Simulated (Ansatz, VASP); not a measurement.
## HfO2: VASP beside Ansatz

```
Hf O
1.0
     3.61246    0.00000    0.00000
     0.00000    3.61246    0.00000
     0.00000    0.00000    5.25425
Hf O
2 4
Direct
  0.50000 0.50000 0.50000
  0.00000 0.00000 0.00000
  0.00000 0.50000 0.69062
  0.50000 0.00000 0.80938
  0.50000 0.00000 0.30938
  0.00000 0.50000 0.19062
```

Change from the starting cell: hydrostatic strain +1.0%.

Alike in both runs: task single point; functional PBE; k mesh 8 × 8 × 6; occupations fermi-dirac, width 0.02 eV; no spin polarisation.

|  | VASP | Ansatz |
| --- | --- | --- |
| version | VASP 6.6.1 | Ansatz 0.2.0 |
| potentials or method | VASP PAW PBE potentials, release 64 (Hf_pv, O) | plane waves, PAW |
| plane-wave cutoff (eV) | 520 | 420 |
| valence electrons in the cell | 44 | 76 |

|  | VASP | Ansatz | Ansatz less VASP |
| --- | --- | --- | --- |
| gap on the k mesh at the Fermi level (eV) | 4.62 | 4.67 | +0.048 |
| pressure (GPa) | -3.1 | 0.0 | +3.11 |
| traceless stress, the component that is largest in VASP (GPa) | 1.53 | 1.37 | -0.158 |
| rms of the force components (eV/Å) | 0.014 | 0.037 | +0.0238 |

Atom by atom the forces differ by 0.024 eV/Å (rms over components). With one functional, cell and mesh, what is left measures potentials, basis and numerics. VASP's potentials hold 44 valence electrons a cell and Ansatz's 76, so a difference there can come from the potentials and not from the codes.

Neither program's run includes spin-orbit coupling.
